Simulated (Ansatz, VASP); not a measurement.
## Two plane-wave programs on KBr

Contents of POSCAR:

```
KBr
1.0
    0.0000000000      3.3024386828      3.3024386828
    3.3024386828      0.0000000000      3.3024386828
    3.3024386828      3.3024386828      0.0000000000
K Br
1 1
Direct
    0.0000000000      0.0000000000      0.0000000000
    0.5000000000      0.5000000000      0.5000000000
```

Contents of INCAR.step1:

```
PREC = Accurate ; ENCUT = 520
EDIFF = 1E-5 ; ISMEAR = 0
SIGMA = 0.01 ; LREAL = False
LASPH = True ; NELM = 100
ALGO = Normal ; ISIF = 2
LWAVE = True ; LCHARG = False
NBANDS = 15 ; GGA = PE
```

The input INCAR.step2:

```
PREC = Accurate ; ENCUT = 520
EDIFF = 1E-6 ; ISMEAR = 0
SIGMA = 0.01 ; LREAL = False
LASPH = True ; NELM = 100
ALGO = Normal ; ISIF = 2
LWAVE = False ; LCHARG = False
GGA = PE ; LHFCALC = True
AEXX = 0.05 ; PRECFOCK = Normal
NBANDS = 15 ; ISTART = 1
```

The input KPOINTS:

```
Automatic mesh
0
Gamma
  4 4 4
```

Input for Ansatz:

```yaml
crystal:
  lattice:
    - [0.0, 3.3024386828, 3.3024386828]
    - [3.3024386828, 0.0, 3.3024386828]
    - [3.3024386828, 3.3024386828, 0.0]
  atoms:
    - { symbol: K, position: [0.0, 0.0, 0.0] }
    - { symbol: Br, position: [0.5, 0.5, 0.5] }
kpoints:
  mp_grid: { grid: [4, 4, 4] }
hamiltonian:
  xc: { exchange: pbe, correlation: pbe, exx: { coeff: 0.05 } }
scf:
  occupations: { method: fixed }
  n_extra_bands: 4
output:
  forces: true
  stress: true
  eigenvalues: true
```

Alike in both runs: task single point; functional PBE-based global hybrid; k mesh 4 × 4 × 4; no spin polarisation.

|  | VASP | Ansatz |
| --- | --- | --- |
| version | VASP 6.6.1 | Ansatz 0.2.0 |
| potentials or method | VASP PAW PBE potentials, release 64 (K_sv, Br) | plane waves |
| plane-wave cutoff (eV) | 520 | 420 |
| occupations | gaussian, width 0.01 eV | fixed |
| valence electrons in the cell | 16 | 16 |

```tsv
	VASP	Ansatz	Ansatz less VASP
gap on the k mesh at the Fermi level (eV)	4.80	4.80	-0.002
pressure (GPa)	0.7	0.6	-0.03
```

VASP's potentials were made for PBE, not for PBE-based global hybrid. Ansatz's warnings: stress exchange threshold loose, stress scf threshold loose.
